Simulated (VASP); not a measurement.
Set up this calculation in VASP 6.6.1, as the native input.

| Property | Result |
| --- | --- |
| Task | relaxation of cell and atoms |
| Functional | PBE |
| Potentials or basis | VASP PAW PBE potentials, release 64 (Mg, Sc_sv, C) |
| Cutoff | 600 eV |
| k mesh | 4 × 4 × 4 |
| Occupations | gaussian, width 0.1 eV |
| Spin | no spin polarisation |
| Dipole correction | no |
| Further INCAR settings | ALGO = Normal; EDIFF = 1e-06; IBRION = 2; EDIFFG = -0.04; NSW = 90; ISIF = 3 |

The structure of MgSc2C2 lies in POSCAR:

```
MgSc2C2
1.0
    4.3072210700      0.0000000000      0.0000000000
    0.0000000000      4.3072210700      0.0000000000
    0.0000000000      0.0000000000      4.6684894800
Mg Sc C
1 2 2
Direct
    0.0000000000      0.0000000000      0.5000000000
    0.0000000000      0.5000000000      0.0000000000
    0.5000000000      0.0000000000      0.0000000000
    0.0000000000      0.5000000000      0.5000000000
    0.5000000000      0.0000000000      0.5000000000
```

The input as run:

INCAR

```
SYSTEM = MgSc2C2
PREC = Accurate
ENCUT = 600
EDIFF = 1E-6
ISMEAR = 0
SIGMA = 0.1
LREAL = .False.
LASPH = .True.
NELM = 80
ALGO = Normal
ISIF = 3
LWAVE = .False.
LCHARG = .False.
GGA = PE
IBRION = 2
NSW = 90
EDIFFG = -0.04
```

KPOINTS

```
regular mesh
0
Gamma
  4 4 4
  0 0 0
```

Potentials or basis: VASP PAW PBE potentials, release 64 (Mg, Sc_sv, C).

Run with:

```sh
$ cat potpaw_PBE.64/Mg/POTCAR potpaw_PBE.64/Sc_sv/POTCAR potpaw_PBE.64/C/POTCAR > POTCAR
$ mpirun -np 1 vasp_std > vasp.out
```

It gave:

```yaml
Relaxed_volume: 18.55 Å³/atom
Relaxed_cell: a = 4.603 Å, b = 4.603 Å, c = 4.377 Å, α = 90.00°, β = 90.00°, γ = 90.00°
Space_group_after_relaxing_to_0.05_Å: P4/mmm (No. 123)
Energy_gained_by_relaxing: 86.5 meV/atom
Ionic_steps: 6
Pressure_after_relaxing: 0.0 GPa
Band_gap_on_the_k_mesh: zero (band 16 reaches 3.03 eV, above the bottom of band 17 at 1.92 eV)
```

Caveat: the k points lie up to 0.36 Å⁻¹ apart in the final cell.

Run time: 91 s on 1 thread of AMD EPYC 9R45 96-Core Processor (Zen 5), on a shared host, peak memory 0.21 GiB.
